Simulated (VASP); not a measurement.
# La2O3 (P-62m) in VASP: single point with PBEsol+D3(BJ)

Aim: the single point of La2O3 with PBEsol+D3(BJ).

Program: VASP 6.6.1. These are calculated values, not measurements. Logs are shortened: lines on timing, memory, paths and dates and some standing lists are left out, and cuts for length are marked.

## 1. The cell of the first run

It takes space group P-62m (No. 189, hexagonal). The conventional cell has a = 6.267 Å, b = 6.267 Å, c = 3.300 Å, α = 90.00°, β = 90.00°, γ = 120.00°. La (site symmetry -6) has 6 O at 2.45 Å and 2 La at 3.30 Å within 3.3 Å. O (site symmetry m2m) has 4 La at 2.45 Å and 6 O at 3.13 to 3.30 Å within 3.3 Å.

## 2. Single point, PBEsol+D3(BJ)

Contents of INCAR:

```
SYSTEM = La2O3
PREC = Accurate
ENCUT = 520
EDIFF = 1E-6
ISMEAR = 0
SIGMA = 0.01
LREAL = .False.
LASPH = .True.
NELM = 60
ALGO = Normal
ISIF = 2
LWAVE = .False.
LCHARG = .True.
GGA = PS
IVDW = 12
LELF = .True.
LVHAR = .True.
NBANDS = 28
```

Contents of KPOINTS:

```
Automatic mesh
0
Gamma
  6 6 6
  0 0 0
```

Contents of POSCAR:

```
La2O3
1.0
    6.2667800000      0.0000000000      0.0000000000
   -3.1333900000      5.4271906799      0.0000000000
    0.0000000000      0.0000000000      3.2997660000
La O
2 3
Direct
    0.3333333333      0.6666666667      0.5000000000
    0.6666666667      0.3333333333      0.5000000000
    0.4919860000      0.4919860000      0.0000000000
    0.0000000000      0.5080140000      0.0000000000
    0.5080140000      0.0000000000      0.0000000000
```

Potentials or basis: VASP PAW PBE potentials, release 64 (La, O).

On the command line:

```sh
$ cat potpaw_PBE.64/La/POTCAR potpaw_PBE.64/O/POTCAR > POTCAR
$ mpirun -np 1 vasp_std > vasp.out
```

OUTCAR:

```text
SYSTEM = La2O3
   PREC = Accurate
   ENCUT = 520
   EDIFF = 1E-6
   ISMEAR = 0
   LREAL = .False.
   LASPH = .True.
   NELM = 60
   ISIF = 2
   GGA = PS
   IVDW = 12
 IVDW          = 12

 ion  position               nearest neighbor table
   1  0.333  0.667  0.500-   4 2.45   4 2.45   5 2.45   5 2.45   3 2.45   3 2.45   2 3.62   2 3.62
                             2 3.62
   2  0.667  0.333  0.500-   5 2.45   5 2.45   4 2.45   4 2.45   3 2.45   3 2.45   1 3.62   1 3.62
                             1 3.62
   3  0.492  0.492  0.000-   1 2.45   1 2.45   2 2.45   2 2.45
   4  0.000  0.508  0.000-   1 2.45   1 2.45   2 2.45   2 2.45
   5  0.508  0.000  0.000-   2 2.45   2 2.45   1 2.45   1 2.45

  LATTYP: Found a hexagonal cell.
 ALAT       =     6.2667800000
 C/A-ratio  =     0.5265488816

  Lattice vectors:

 A1 = (   6.2667800000,   0.0000000000,   0.0000000000)
 A2 = (  -3.1333900000,   5.4271906799,   0.0000000000)
 A3 = (   0.0000000000,   0.0000000000,   3.2997660000)

Analysis of symmetry for initial positions (statically):
=====================================================================
 Subroutine PRICEL returns:
 Original cell was already a primitive cell.

 Routine SETGRP: Setting up the symmetry group for a
 hexagonal supercell.

 Subroutine GETGRP returns: Found 12 space group operations
 (whereof 12 operations were pure point group operations)
 out of a pool of 24 trial point group operations.

The static configuration has the point symmetry D_3h.

Analysis of symmetry for dynamics (positions and initial velocities):
=====================================================================
 Subroutine PRICEL returns:
 Original cell was already a primitive cell.

 Routine SETGRP: Setting up the symmetry group for a
 hexagonal supercell.

 Subroutine GETGRP returns: Found 12 space group operations
 (whereof 12 operations were pure point group operations)
 out of a pool of 24 trial point group operations.

The dynamic configuration has the point symmetry D_3h.

 Subroutine INISYM returns: Found 12 space group operations
 (whereof 12 operations are pure point group operations),
 and found     1 'primitive' translations

----------------------------------------------------------------------------------------

                                     Primitive cell

  volume of cell :     112.2284

  direct lattice vectors                    reciprocal lattice vectors
     6.266780000  0.000000000  0.000000000     0.159571582  0.092128696  0.000000000
    -3.133390000  5.427190680  0.000000000     0.000000000  0.184257392  0.000000000
     0.000000000  0.000000000  3.299766000     0.000000000  0.000000000  0.303051792

  length of vectors
     6.266780000  6.266780000  3.299766000     0.184257392  0.184257392  0.303051792

  position of ions in fractional coordinates (direct lattice)
     0.333333333  0.666666667  0.500000000
     0.666666667  0.333333333  0.500000000
     0.491986000  0.491986000  0.000000000
     0.000000000  0.508014000  0.000000000
     0.508014000  0.000000000  0.000000000

  ion indices of the primitive-cell ions
   primitive index   ion index
                 1           1
                 2           2
                 3           3
                 4           4
                 5           5

----------------------------------------------------------------------------------------

 KPOINTS: Automatic mesh

Automatic generation of k-mesh.
 Grid dimensions read from file:
 generate k-points for:    6    6    6

 Generating k-lattice:

  Cartesian coordinates                     Fractional coordinates (reciprocal lattice)
     0.026595264  0.015354783  0.000000000     0.166666667  0.000000000  0.000000000
     0.000000000  0.030709565  0.000000000     0.000000000  0.166666667  0.000000000
     0.000000000  0.000000000  0.050508632     0.000000000  0.000000000  0.166666667

  Length of vectors
     0.030709565  0.030709565  0.050508632

  Shift w.r.t. Gamma in fractional coordinates (k-lattice)
     0.000000000  0.000000000  0.000000000

 Subroutine IBZKPT returns following result:
 ===========================================

 Found     28 irreducible k-points:

 Following reciprocal coordinates:
            Coordinates               Weight
  0.000000  0.000000  0.000000      1.000000
  0.166667  0.000000  0.000000      6.000000
  0.333333  0.000000  0.000000      6.000000
  0.500000 -0.000000  0.000000      3.000000
  0.166667  0.166667  0.000000      6.000000
  0.333333  0.166667  0.000000     12.000000
[... 16 lines left out ...]
  0.166667  0.000000  0.500000      6.000000
  0.333333  0.000000  0.500000      6.000000
 [... further k-points ...]
   k-points           NKPTS =     28   k-points in BZ     NKDIM =     28   number of bands    NBANDS=     28
   number of dos      NEDOS =    301   number of ions     NIONS =      5
   total plane-waves  NPLWV =  64512
   dimension x,y,z NGX =    48 NGY =   48 NGZ =   28
   dimension x,y,z NGXF=    96 NGYF=   96 NGZF=   56
   ions per type =               2   3
   NGX,Y,Z   is equivalent  to a cutoff of  12.73, 12.73, 14.11 a.u.
   NGXF,Y,Z  is equivalent  to a cutoff of  25.47, 25.47, 28.21 a.u.
 SYSTEM =  La2O3
   PREC   = accura    normal or accurate (medium, high low for compatibility)
   ISTART =      0    job   : 0-new  1-cont  2-samecut
   ICHARG =      2    charge: 1-file 2-atom 10-const
   ISPIN  =      1    spin polarized calculation?
   LNONCOLLINEAR =      F non collinear calculations
   LSORBIT =      F    spin-orbit coupling
   LASPH  =      T    aspherical Exc in radial PAW
   ENCUT  =  520.0 eV  38.22 Ry    6.18 a.u.  11.65 11.65  6.14*2*pi/ulx,y,z
   NELM   =     60;   NELMIN=  2; NELMDL= -5     # of ELM steps
   EDIFF  = 0.1E-05   stopping-criterion for ELM
   LREAL  =      F    real-space projection
   EDIFFG = 0.1E-04   stopping-criterion for IOM
   NSW    =      0    number of steps for IOM
   IBRION =     -1    ionic relax: 0-MD 1-quasi-New 2-CG
   NFREE  =      0    steps in history (QN), initial steepest desc. (CG)
   ISIF   =      2    stress and relaxation
   ISYM   =      2    0-nonsym 1-usesym 2-fastsym
   POTIM  = 0.5000    time-step for ionic-motion
   TEBEG  =    0.0;   TEEND  =   0.0 temperature during run
   PSTRESS=    0.0 pullay stress
   NELECT =      40.0000    total number of electrons
   NUPDOWN=      -1.0000    fix difference up-down
   EMIN   =  10.00;   EMAX   =-10.00  energy-range for DOS
   EFERMI =   0.00;   METHOD = LEGACY
   ISMEAR =     0;   SIGMA  =   0.01  broadening in eV -4-tet -1-fermi 0-gaus
   EFERMI_NEDOS =   21; number of points for ismear=-14 and -15
   IALGO  =     38    algorithm
   IMIX   =      4    mixing-type and parameters
     AMIX     =   0.40;   BMIX     =  1.00
     AMIX_MAG =   1.60;   BMIX_MAG =  1.00
  volume/ion in A,a.u.               =      22.45       151.47
  Fermi-wavevector in a.u.,A,eV,Ry     =   1.160719  2.193442 18.330717  1.347270
  Thomas-Fermi vector in A             =   2.297299
   LORBIT       =      0    0 simple, 1 ext, 2 COOP (PROOUT), +10 PAW based schemes
   GGA     = PS    functional components
   LHFCALC =     F    Hartree Fock is set to
   AEXX    =    0.0000 exact exchange contribution
   IVDW    =    12    specifies the selected vdW correction
   LEPSILON=     F    determine dielectric tensor
   LRPA    =     F    only Hartree local field effects (RPA)
 non-spin polarized calculation
 Gauss-broadening in eV      SIGMA  =   0.01
  energy-cutoff  :      520.00
  volume of cell :      112.23
 maximum number of plane-waves:      3044
 NGX is ok and might be reduce to    48
   NGX = 23   NGY = 23   NGZ = 13

 number of electron      39.9999994 magnetization

 Free energy of the ion-electron system (eV)
  ---------------------------------------------------
  ext. energy  EPLUGINS =         0.00000000
  ---------------------------------------------------
  free energy    TOTEN  =       -42.44138793 eV

  energy without entropy =      -42.44138793  energy(sigma->0) =      -42.44138793

 E-fermi :   3.4023     XC(G=0):  -8.4812

 val. band max:        3.2854370162   @ k =   0.0000   0.0000   0.5000
 cond. band min:       4.7493357084   @ k =   0.0000   0.0000   0.0000
 fundamental gap:      1.4638986922
 Fermi energy:         3.4022729491

 k-point     1 :       0.0000    0.0000    0.0000
  band No.  band energies     occupation
      1     -27.2193      2.00000
      2     -26.9904      2.00000
      3     -14.1707      2.00000
      4     -14.1707      2.00000
      5     -12.4960      2.00000
      6     -10.7515      2.00000
[... 20 lines left out ...]
     27       8.1683      0.00000
     28       8.1860      0.00000

 k-point     2 :       0.1667    0.0000    0.0000
  band No.  band energies     occupation
      1     -27.2062      2.00000
      2     -27.0044      2.00000
      3     -14.1749      2.00000
      4     -14.1010      2.00000
      5     -12.6620      2.00000
      6     -10.7311      2.00000
[... 20 lines left out ...]
     27       8.1779      0.00000
     28       8.1785      0.00000

 k-point     3 :       0.3333    0.0000    0.0000
  band No.  band energies     occupation
      1     -27.1723      2.00000
      2     -27.0402      2.00000
      3     -14.1833      2.00000
      4     -13.9152      2.00000
      5     -13.0013      2.00000
      6     -10.6892      2.00000
[... 20 lines left out ...]
     27       8.2031      0.00000
     28       8.2084      0.00000

 k-point     4 :       0.5000   -0.0000    0.0000
  band No.  band energies     occupation
      1     -27.1449      2.00000
      2     -27.0686      2.00000
      3     -14.1874      2.00000
      4     -13.7610      2.00000
      5     -13.2196      2.00000
      6     -10.6676      2.00000
[... 578 lines left out ...]
     27       7.8215      0.00000
     28       7.8447      0.00000

 k-point    23 :       0.1667    0.0000    0.5000
  band No.  band energies     occupation
      1     -26.8676      2.00000
      2     -26.7171      2.00000
      3     -14.8107      2.00000
      4     -13.1220      2.00000
      5     -12.7016      2.00000
      6     -11.5693      2.00000
[... 20 lines left out ...]
     27       7.8543      0.00000
     28       7.8996      0.00000

 k-point    24 :       0.3333    0.0000    0.5000
  band No.  band energies     occupation
      1     -26.8421      2.00000
      2     -26.7436      2.00000
      3     -14.6321      2.00000
      4     -13.6463      2.00000
      5     -12.7025      2.00000
      6     -11.2460      2.00000
[... 20 lines left out ...]
     27       7.9756      0.00000
     28       8.0619      0.00000

 [... further k-points ...]

------------------------ aborting loop because EDIFF is reached ----------------------------------------

 Edisp (eV)   -0.99380

 E8    (eV) :    -0.7176

  FORCE on cell =-STRESS in cart. coord.  units (eV):
  Direction    XX          YY          ZZ          XY          YZ          ZX
  --------------------------------------------------------------------------------------
  -------------------------------------------------------------------------------------
  Total      -1.02154    -1.02154    -3.68964     0.00000     0.00000     0.00000
  in kB     -14.58362   -14.58362   -52.67343     0.00000     0.00000     0.00000
  external pressure =      -27.28 kB  Pullay stress =        0.00 kB

 VOLUME and BASIS-vectors are now :
 -----------------------------------------------------------------------------
  energy-cutoff  :      520.00
  volume of cell :      112.23
      direct lattice vectors                 reciprocal lattice vectors
     6.266780000  0.000000000  0.000000000     0.159571582  0.092128696  0.000000000
    -3.133390000  5.427190680  0.000000000     0.000000000  0.184257392  0.000000000
     0.000000000  0.000000000  3.299766000     0.000000000  0.000000000  0.303051792

 POSITION                                       TOTAL-FORCE (eV/Angst)
 -----------------------------------------------------------------------------------
     -0.00000      3.61813      1.64988        -0.000000      0.000000      0.000000
      3.13339      1.80906      1.64988        -0.000000     -0.000000      0.000000
      1.54158      2.67010      0.00000         0.031088      0.053845     -0.000000
     -1.59181      2.75709      0.00000         0.031088     -0.053845      0.000000
      3.18361      0.00000      0.00000        -0.062175      0.000000      0.000000
 -----------------------------------------------------------------------------------
    total drift:                               -0.000000     -0.000000     -0.000000

  FREE ENERGIE OF THE ION-ELECTRON SYSTEM (eV)
  ---------------------------------------------------
  free  energy   TOTEN  =       -43.4351897987 eV

  energy  without entropy=      -43.4351897987  energy(sigma->0) =      -43.43518980
```

Wall time 3.3 min (1 thread of AMD EPYC 7R43 (Zen 3), shared host); peak memory 0.24 GiB.

What came out:

```yaml
Free_energy: -43.4352 eV
Pressure: -2.7 GPa
Largest_force: 0.062 eV/Å
Band_gap_on_the_k_mesh: 1.46 eV (least direct gap 1.98 eV)
Dispersion_energy_per_atom: -0.199 eV
```

Forces in eV/Å, atoms in the order of the input:
```
La   0.000  0.000  0.000
La   0.000  0.000  0.000
O    0.031  0.054  0.000
O    0.031 -0.054  0.000
O   -0.062  0.000  0.000
```

Caveat: the PAW data sets were made with another functional, which shifts forces and pressure a little; spin-orbit coupling is left out, which moves the levels of the heavy elements. A k mesh can miss the band edges.
